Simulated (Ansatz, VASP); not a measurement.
## Rh: VASP beside Ansatz

```
Rh
1.0
     2.68242    0.00000    0.00000
    -1.34121    2.32304    0.00000
     0.00000    0.00000    4.33806
Rh
2
Direct
  0.66667 0.33333 0.75000
  0.33333 0.66667 0.25000
```

Alike in both runs: functional PBEsol; k mesh 9 × 9 × 4; occupations gaussian, width 0.1 eV; no spin polarisation.

Ansatz relaxed the structure, and its values are those at the end. VASP's run is a single point on that final structure, the one shown.

```csv
,VASP,Ansatz
version,VASP 6.6.1,Ansatz 0.2.0
potentials or method,"VASP PAW PBE potentials, release 64 (Rh_pv), cutoff 520 eV","scalar-relativistic, plane waves, PAW"
valence electrons in the cell,30,34
```

VASP gave:

```
gap on the k mesh at the Fermi level (eV) : none
pressure (GPa)                            : 0.2
```

**Question.** Which values does Ansatz return?

**Answer.** gap on the k mesh at the Fermi level (eV): none; pressure (GPa): 0.3.

VASP's potentials were made for PBE, not for PBEsol. A gap of «none» marks a metal or a gap that the smearing closes. VASP's potentials hold 30 valence electrons a cell and Ansatz's 34, so a difference there can come from the potentials and not from the codes.

The k mesh is coarse, so the values compare programs but aren't converged.
